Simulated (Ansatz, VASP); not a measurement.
**One calculation of Mn, two programs**

Contents of INCAR:

```
ALGO = Normal
EDIFF = 1E-8
ENCUT = 520
GGA = PE
ISIF = 2
ISMEAR = -1
ISPIN = 2
LASPH = True
LCHARG = False
LEFG = True
LMAXMIX = 4
LORBIT = 11
LREAL = False
LWAVE = False
MAGMOM = 4
NBANDS = 16
NELM = 150
PREC = Accurate
SIGMA = 0.03
```

File KPOINTS:

```
k-points
0
Gamma
  19 19 19
```

POSCAR

```
Mn
1.0
   -1.5143847854      1.5143847854      1.5143847854
    1.5143847854     -1.5143847854      1.5143847854
    1.5143847854      1.5143847854     -1.5143847854
Mn
1
Direct
    0.0000000000      0.0000000000      0.0000000000
```

Input for Ansatz:

```yaml
crystal:
  lattice:
    - [-1.5143847854, 1.5143847854, 1.5143847854]
    - [1.5143847854, -1.5143847854, 1.5143847854]
    - [1.5143847854, 1.5143847854, -1.5143847854]
  atoms:
    - { symbol: Mn, position: [0.0, 0.0, 0.0], spin: 4.0 }
magnetization:
  spin_polarized: true
kpoints:
  mp_grid: { grid: [19, 19, 19] }
scf:
  occupations: { method: fermi_dirac, width: 0.03 }
hamiltonian:
  xc: pbe
  pseudopotentials: { kind: paw }
output:
  forces: true
  stress: true
  eigenvalues: true
  efg: { contact_densities: true }
```

Change from the starting cell: volume scaled by 0.95, PAW files.

Alike in both runs: task electric field gradients; functional PBE; k mesh 19 × 19 × 19; occupations fermi-dirac, width 0.03 eV; collinear spin.

|  | VASP | Ansatz |
| --- | --- | --- |
| version | VASP 6.6.1 | Ansatz 0.2.0 |
| potentials or method | VASP PAW PBE potentials, release 64 (Mn_pv) | PAW with Ansatz's default frozen-core files, scalar-relativistic |
| plane-wave cutoff (eV) | 520 | 420 |
| valence electrons in the cell | 13 | 15 |

|  | VASP | Ansatz | Ansatz less VASP |
| --- | --- | --- | --- |
| pressure (GPa) | -34.0 | -34.3 | -0.31 |
| net moment per atom (μB) | 1.25 | 1.24 | -0.014 |
| size of the moment on the site where the two differ most (μB) | 1.27 | 1.26 | -0.010 |

Site moments also hang on the region over which each program counts them. Both programs put the cell under strong tension, so it lies far from rest at this level. VASP's potentials hold 13 valence electrons a cell and Ansatz's 15, so a difference there can come from the potentials and not from the codes.

Noted on VASP's run: the cell as given lies far from equilibrium.
